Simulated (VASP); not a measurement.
Runs of VASP 6.6.1 on Au. The structure is that of space group P6_3/mmc (No. 194), or close to it. The cells are those of the table. 

```tsv
cell	gap on the mesh (eV)	pressure (GPa)
a = 2.953, b = 2.953, c = 4.951 Å, angles 90.0, 90.0, 120.0°, 2 atoms	none	(b)
a = 2.844, b = 2.844, c = 4.768 Å, angles 90.0, 90.0, 120.0°, 2 atoms	none	12.6
a = 2.880, b = 2.880, c = 4.829 Å, angles 90.0, 90.0, 120.0°, 2 atoms	none	(a)
a = 2.990, b = 2.990, c = 5.012 Å, angles 90.0, 90.0, 120.0°, 2 atoms	none	-8.3
a = 2.917, b = 2.917, c = 4.890 Å, angles 90.0, 90.0, 120.0°, 2 atoms	none	-0.2
```

Alike in all rows: task single point; level PBE; potentials or basis VASP PAW PBE potentials, release 64 (Au); no spin polarisation; k mesh 18 × 18 × 10; cutoff (eV) 500; smearing gaussian 0.15 eV.

Q: Fill in the values left out.

A: (a) 5.5; (b) -4.8.

Caveats: spin-orbit coupling is left out, which moves the levels of the heavy elements.

A k mesh can miss the band edges, and the runs leave out spin-orbit coupling on Au.

A gap of «none» marks levels without a gap at the run's occupations.
